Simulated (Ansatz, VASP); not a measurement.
One calculation of Al9As8, two programs

```
Al As
1.0
     5.67460    0.00000    0.00000
    -2.83730    6.34439    0.00000
     0.00000    0.00000   25.15103
Al As
9 8
Direct
  0.86519 0.45717 0.33135
  0.37287 0.79680 0.35049
  0.07336 0.18263 0.39371
  0.76863 0.59770 0.45145
  0.49226 0.00024 0.50007
  0.17081 0.40282 0.54850
  0.88950 0.81760 0.60641
  0.57414 0.20385 0.64962
  0.40576 0.54270 0.66874
  0.78707 0.08436 0.31533
  0.48649 0.49658 0.37167
  0.17503 0.89416 0.42728
  0.88560 0.29975 0.47088
  0.58559 0.70009 0.52901
  0.27963 0.10555 0.57270
  0.98837 0.50295 0.62815
  0.69970 0.91507 0.68465
```

Alike in both runs: functional PBEsol; k mesh 5 × 4 × 1; occupations gaussian, width 0.05 eV; no spin polarisation.

Ansatz relaxed the structure, and its values are those at the end. VASP's run is a single point on that final structure, the one shown.

|  | VASP | Ansatz |
| --- | --- | --- |
| version | VASP 6.6.1 | Ansatz 0.2.0 |
| potentials or method | VASP PAW PBE potentials, release 64 (Al, As), cutoff 400 eV | scalar-relativistic, plane waves, PAW |
| valence electrons in the cell | 67 | 147 |

```tsv
	VASP	Ansatz	Ansatz less VASP
gap on the k mesh at the Fermi level (eV)	none	none	-
rms of the force components (eV/Å)	0.011	0.004	-0.0067
work function, face that differs most (eV)	4.99	4.98	-0.001
```

VASP's potentials were made for PBE, not for PBEsol. A gap of «none» marks a metal or a gap that the smearing closes. VASP's potentials hold 67 valence electrons a cell and Ansatz's 147, so a difference there can come from the potentials and not from the codes. Ansatz's warnings: xc potential rough in thin density.
